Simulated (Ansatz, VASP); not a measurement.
**One calculation of Si2W, two programs**

```
Si W
1.0
    -1.60690    1.60690    3.79750
     1.60690   -1.60690    3.79750
     1.60690    1.60690   -3.79750
Si W
2 1
Direct
  0.33409 0.33409 0.00000
  0.66591 0.66591 0.00000
  0.00000 0.00000 0.00000
```

Change from the starting cell: z stretched by -3 %, ions relaxed.

Alike in both runs: functional PBE; k mesh 20 × 20 × 20; occupations fermi-dirac, width 0.05 eV; no spin polarisation.

Ansatz relaxed the structure, and its values are those at the end. VASP's run is a single point on that final structure, the one shown.

|  | VASP | Ansatz |
| --- | --- | --- |
| version | VASP 6.6.1 | Ansatz 0.2.0 |
| potentials or method | VASP PAW PBE potentials, release 64 (Si, W_sv) | plane-wave PAW, scalar-relativistic |
| plane-wave cutoff (eV) | 520 | 420 |
| valence electrons in the cell | 22 | 22 |

Ansatz gave:

| Property | Result |
| --- | --- |
| pressure (GPa) | 11.8 |
| rms of the force components (eV/Å) | 0.004 |

Q: Which values does VASP return?

A: Pressure (GPa): 12.0; rms of the force components (eV/Å): 0.005.

Ansatz's warnings: stress scf threshold loose.

Spin-orbit coupling is off throughout.
